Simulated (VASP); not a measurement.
HfSbH5, 7 atoms in the cell. The structure is trigonal, space group R-3m (No. 166). Conventional cell: a = 5.194 Å, b = 5.194 Å, c = 12.873 Å, α = 90.00°, β = 90.00°, γ = 120.00°. Within 3.2 Å of Hf (site symmetry -3m) lie 8 H at 2.45 to 2.62 Å. Within 3.4 Å of Sb (site symmetry -3m) lie 12 H at 2.60 to 3.01 Å. H (site symmetry 3m) has 3 H at 1.53 Å within 2.0 Å. Within 2.0 Å of H (site symmetry 2/m) lie 2 H at 1.53 Å. 

```yaml
Program: VASP 6.6.1
Task: single point
Functional: PBE
Potentials_or_basis: VASP PAW PBE potentials, release 64 (Hf_pv, Sb, H)
Cutoff: 520 eV
k_mesh: 6 × 6 × 6
Occupations: gaussian, width 0.1 eV
Spin: no spin polarisation
Dipole_correction: no
Further_INCAR_settings: ALGO = Normal; EDIFF = 1e-06; NBANDS = 19
```

Potentials or basis: VASP PAW PBE potentials, release 64 (Hf_pv, Sb, H).

The run is started by

```bash
$ cat potpaw_PBE.64/Hf_pv/POTCAR potpaw_PBE.64/Sb/POTCAR potpaw_PBE.64/H/POTCAR > POTCAR
$ mpirun -np 1 vasp_std > vasp.out
```

Hardware: 1 thread of Oxide Virtual Turin-like Processor, with other jobs on the host.

Q: Estimate the wall time of this run.

A: Wall time 65 s on 1 thread of Oxide Virtual Turin-like Processor (shared host), peak memory 0.23 GiB. Counts: scf iterations 14, k points 32.
